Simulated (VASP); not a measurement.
Write the native input for VASP 6.6.1 that does the following.

| Quantity | Value |
| --- | --- |
| Task | single point |
| Functional | PBE |
| Potentials or basis | VASP PAW PBE potentials, release 64 (Li_sv, H) |
| Cutoff | 750 eV |
| k mesh | 10 × 10 × 10 |
| Occupations | gaussian, width 0.01 eV |
| Spin | no spin polarisation |
| Dipole correction | no |
| Further INCAR settings | ALGO = Normal; EDIFF = 1e-06; NBANDS = 9 |

The structure of LiH lies in POSCAR:

```
LiH
1.0
    0.0000000000      2.0426910171      2.0426910171
    2.0426910171      0.0000000000      2.0426910171
    2.0426910171      2.0426910171      0.0000000000
Li H
1 1
Direct
    0.0000000000      0.0000000000      0.0000000000
    0.5000000000      0.5000000000      0.5000000000
```

This cell differs from its parent crystal: volume changed by +6%.

One way to write it, as run:

INCAR

```
SYSTEM = LiH
ALGO     = Normal         ! electronic algorithm
EDIFF    = 1E-6           ! SCF threshold, eV
ENCUT    = 750            ! plane-wave cutoff, eV
GGA      = PE             ! functional
GGA_COMPAT= .False.      
ISIF     = 2              ! what is computed and relaxed
ISMEAR   = 0              ! smearing method
LASPH    = .True.         ! aspherical terms in the spheres
LCHARG   = .False.        ! write CHGCAR
LREAL    = .False.        ! projectors in reciprocal space
LWAVE    = .False.        ! write WAVECAR
NBANDS   = 9              ! bands
NELM     = 120            ! most SCF steps
PREC     = Accurate       ! precision mode
SIGMA    = 0.01           ! smearing width, eV
```

KPOINTS

```
k-points
0
Gamma
  10 10 10
  0 0 0
```

Potentials or basis: VASP PAW PBE potentials, release 64 (Li_sv, H).

Command:

```sh
$ cat potpaw_PBE.64/Li_sv/POTCAR potpaw_PBE.64/H/POTCAR > POTCAR
$ mpirun -np 1 vasp_std > vasp.out
```

It gave:

The pressure is -2.1 GPa and the band gap on the k mesh is 3.02 eV, direct.

It took 22 s on 1 thread of Intel Xeon 8259CL, with other jobs on the host, peak memory 0.15 GiB.
